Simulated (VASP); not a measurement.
# CH4 in VASP: single point with AM05

Aim: the single point of CH4 with AM05.

Everything below comes from runs of VASP 6.6.1. Logs are shortened: lines on timing, memory, paths and dates and some standing lists are left out, and cuts for length are marked.

### 1 The cell of the first run

The cell holds a molecule in a box, 5 atoms: a = 11.000 Å, b = 11.000 Å, c = 11.000 Å, α = 90.00°, β = 90.00°, γ = 90.00°.

### 2 Single point, AM05

Contents of POSCAR:

```
H4C
1.0
   11.0000000000      0.0000000000      0.0000000000
    0.0000000000     11.0000000000      0.0000000000
    0.0000000000      0.0000000000     11.0000000000
C H
1 4
Direct
    0.5138454500      0.5088227300      0.4827772700
    0.5283000000      0.4867136400      0.5782500000
    0.4223272700      0.5447500000      0.4706954500
    0.5247272700      0.4270500000      0.4279318200
    0.5800363600      0.5767681800      0.4542409100
```

Contents of INCAR.step1:

```
ISMEAR = 0
SIGMA = 0.03
LWAVE = True
LCHARG = True
ISIF = 0
NELM = 100
ALGO = Normal
PREC = Accurate
LASPH = True
LREAL = False
EDIFF = 1E-5
GGA_COMPAT = False
ENCUT = 520
EFERMI = MIDGAP
NELMDL = -8
GGA = PE
```

Contents of INCAR.step2:

```
GGA = AM
ISMEAR = 0
SIGMA = 0.03
LWAVE = False
LCHARG = False
ISIF = 0
NELM = 100
ALGO = All
PREC = Accurate
LASPH = True
LREAL = False
EDIFF = 1E-6
GGA_COMPAT = False
ENCUT = 520
EFERMI = MIDGAP
NELMDL = -8
ISTART = 1
ISEARCH = 1
```

Contents of KPOINTS:

```
k-points
0
Gamma
  1 1 1
```

Potentials or basis: VASP PAW PBE potentials, release 64 (C, H).

Run with:

```console
> cat potpaw_PBE.64/C/POTCAR potpaw_PBE.64/H/POTCAR > POTCAR
> cp INCAR.step1 INCAR
> mpirun -np 1 vasp_gam > vasp.out
> cp INCAR.step2 INCAR
> mpirun -np 1 vasp_gam > vasp.out
```

OUTCAR:

```text
GGA = AM
   ISMEAR = 0
   ISIF = 0
   NELM = 100
   PREC = Accurate
   LASPH = True
   LREAL = False
   EDIFF = 1E-6
   ENCUT = 520
   EFERMI = MIDGAP
   NELMDL = -8
   ISTART = 1

 Found      1 irreducible k-points:

 Following reciprocal coordinates:
            Coordinates               Weight
  0.000000  0.000000  0.000000      1.000000
   k-points           NKPTS =      1   k-points in BZ     NKDIM =      1   number of bands    NBANDS=      8
   number of dos      NEDOS =    301   number of ions     NIONS =      5
   total plane-waves  NPLWV = 592704
   dimension x,y,z NGX =    84 NGY =   84 NGZ =   84
   dimension x,y,z NGXF=   168 NGYF=  168 NGZF=  168
   ions per type =               1   4
   NGX,Y,Z   is equivalent  to a cutoff of  12.70, 12.70, 12.70 a.u.
   NGXF,Y,Z  is equivalent  to a cutoff of  25.39, 25.39, 25.39 a.u.
 SYSTEM =  unknown system
   PREC   = accura    normal or accurate (medium, high low for compatibility)
   ISTART =      1    job   : 0-new  1-cont  2-samecut
   ICHARG =      0    charge: 1-file 2-atom 10-const
   ISPIN  =      1    spin polarized calculation?
   LNONCOLLINEAR =      F non collinear calculations
   LSORBIT =      F    spin-orbit coupling
   LASPH  =      T    aspherical Exc in radial PAW
   ENCUT  =  520.0 eV  38.22 Ry    6.18 a.u.  20.45 20.45 20.45*2*pi/ulx,y,z
   NELM   =    100;   NELMIN=  2; NELMDL= -8     # of ELM steps
   EDIFF  = 0.1E-05   stopping-criterion for ELM
   LREAL  =      F    real-space projection
   EDIFFG = 0.1E-04   stopping-criterion for IOM
   NSW    =      0    number of steps for IOM
   IBRION =     -1    ionic relax: 0-MD 1-quasi-New 2-CG
   NFREE  =      0    steps in history (QN), initial steepest desc. (CG)
   ISIF   =      0    stress and relaxation
   ISYM   =      2    0-nonsym 1-usesym 2-fastsym
   POTIM  = 0.5000    time-step for ionic-motion
   TEBEG  =    0.0;   TEEND  =   0.0 temperature during run

   SCALEE = 1.0000    scale energy and forces
   PSTRESS=    0.0 pullay stress
   NELECT =       8.0000    total number of electrons
   NUPDOWN=      -1.0000    fix difference up-down
   EMIN   =  10.00;   EMAX   =-10.00  energy-range for DOS
   EFERMI =   0.00;   METHOD = MIDGAP
   ISMEAR =     0;   SIGMA  =   0.03  broadening in eV -4-tet -1-fermi 0-gaus
   EFERMI_NEDOS =   21; number of points for ismear=-14 and -15
   IALGO  =     58    algorithm
   IMIX   =      4    mixing-type and parameters
     AMIX     =   0.40;   BMIX     =  1.00
     AMIX_MAG =   1.60;   BMIX_MAG =  1.00
  volume/ion in A,a.u.               =     266.20      1796.41
  Fermi-wavevector in a.u.,A,eV,Ry     =   0.297654  0.562485  1.205450  0.088598
  Thomas-Fermi vector in A             =   1.163349
   LORBIT       =      0    0 simple, 1 ext, 2 COOP (PROOUT), +10 PAW based schemes
   GGA     = AM    functional components
   LHFCALC =     F    Hartree Fock is set to
   AEXX    =    0.0000 exact exchange contribution
   IVDW    =     0    specifies the selected vdW correction
   LEPSILON=     F    determine dielectric tensor
   LRPA    =     F    only Hartree local field effects (RPA)

   CSHIFT  =0.1000    complex shift for real part using Kramers Kronig

   OMEGAMAX=  -1.0    maximum frequency
 non-spin polarized calculation
 Gauss-broadening in eV      SIGMA  =   0.03
  energy-cutoff  :      520.00
  volume of cell :     1331.00
 maximum number of plane-waves:     17913
 NGX is ok and might be reduce to    84
   NGX = 41   NGY = 41   NGZ = 41

 number of electron       8.0000000 magnetization

 Free energy of the ion-electron system (eV)
  ---------------------------------------------------
  ext. energy  EPLUGINS =         0.00000000
  ---------------------------------------------------
  free energy    TOTEN  =       -23.92082633 eV

  energy without entropy =      -23.92082020  energy(sigma->0) =      -23.92082327

 E-fermi :  -9.0900     XC(G=0):  -2.2248

 val. band max:       -9.2191178556   @ k =   0.0000   0.0000   0.0000
 cond. band min:       1.0300883309   @ k =   0.0000   0.0000   0.0000
 fundamental gap:     10.2492061865
 Fermi energy:        -9.0900483037

 k-point     1 :       0.0000    0.0000    0.0000
  band No.  band energies     occupation
      1     -16.8014      2.00000
      2      -9.2200      2.00000
      3      -9.2194      2.00000
      4      -9.2191      2.00000
      5       1.9779      0.00000
      6       3.2019      0.00000
      7       2.8246      0.00000
      8       1.0301      0.00000

------------------------ aborting loop because EDIFF is reached ----------------------------------------

 VOLUME and BASIS-vectors are now :
 -----------------------------------------------------------------------------
  energy-cutoff  :      520.00
  volume of cell :     1331.00
      direct lattice vectors                 reciprocal lattice vectors
    11.000000000  0.000000000  0.000000000     0.090909091  0.000000000  0.000000000
     0.000000000 11.000000000  0.000000000     0.000000000  0.090909091  0.000000000
     0.000000000  0.000000000 11.000000000     0.000000000  0.000000000  0.090909091

 POSITION                                       TOTAL-FORCE (eV/Angst)
 -----------------------------------------------------------------------------------
      5.65230      5.59705      5.31055        -0.000151     -0.001521      0.001230
      5.81130      5.35385      6.36075         0.050718     -0.077994      0.334926
      4.64560      5.99225      5.17765        -0.321322      0.126674     -0.042975
      5.77200      4.69755      4.70725         0.037920     -0.287245     -0.192408
      6.38040      6.34445      4.99665         0.232836      0.240086     -0.100772
 -----------------------------------------------------------------------------------
    total drift:                               -0.000830      0.000596      0.000612

  FREE ENERGIE OF THE ION-ELECTRON SYSTEM (eV)
  ---------------------------------------------------
  free  energy   TOTEN  =       -23.9208263277 eV

  energy  without entropy=      -23.9208263274  energy(sigma->0) =      -23.92082633
```

OUTCAR.step1:

```text
ISMEAR = 0
   ISIF = 0
   NELM = 100
   PREC = Accurate
[... 118 lines left out ...]
      5.81130      5.35385      6.36075         0.029931     -0.046503      0.199533
      4.64560      5.99225      5.17765        -0.191960      0.075613     -0.025502
      5.77200      4.69755      4.70725         0.022568     -0.170442     -0.114139
      6.38040      6.34445      4.99665         0.138844      0.143078     -0.060339
 -----------------------------------------------------------------------------------
    total drift:                                0.000172     -0.000064      0.000111

  FREE ENERGIE OF THE ION-ELECTRON SYSTEM (eV)
  ---------------------------------------------------
  free  energy   TOTEN  =       -24.0389790407 eV

  energy  without entropy=      -24.0389790407  energy(sigma->0) =      -24.03897904
```

OSZICAR.step1:

```text
N       E                     dE             d eps       ncg     rms          rms(c)
DAV:   1     0.745621274803E+02    0.74562E+02   -0.14525E+03    16   0.459E+02
DAV:   2     0.947399341140E+01   -0.65088E+02   -0.65088E+02    32   0.572E+01
DAV:   3    -0.261079827243E+02   -0.35582E+02   -0.35582E+02    24   0.891E+01
[... 13 lines left out ...]
DAV:  17    -0.240384191698E+02   -0.32569E-03   -0.12640E-05    16   0.223E-02    0.747E-03
DAV:  18    -0.240388645679E+02   -0.44540E-03   -0.29894E-05    16   0.306E-02    0.316E-03
DAV:  19    -0.240389345416E+02   -0.69974E-04   -0.20166E-06    24   0.924E-03    0.135E-03
DAV:  20    -0.240389692713E+02   -0.34730E-04   -0.19738E-06    16   0.666E-03    0.607E-04
DAV:  21    -0.240389790407E+02   -0.97694E-05   -0.25270E-07    16   0.235E-03
   1 F= -.24038979E+02 E0= -.24038979E+02  d E =0.000000E+00
```

Run time: 10 min. Hardware: 1 thread of Intel Xeon Platinum 8259CL at 2.50GHz (Skylake/Cascade Lake), shared host; peak memory 0.98 GiB.

What came out:

```yaml
Free_energy: -23.9208 eV
Largest_force: 0.349 eV/Å
Gap_between_the_frontier_levels: 11.20 eV
```

Forces in eV/Å, atoms in the order of the input:
```
C    0.000 -0.002  0.001
H    0.051 -0.078  0.335
H   -0.321  0.127 -0.043
H    0.038 -0.287 -0.192
H    0.233  0.240 -0.101
```

Caveat: the PAW data sets were made with another functional, which shifts forces and pressure a little.
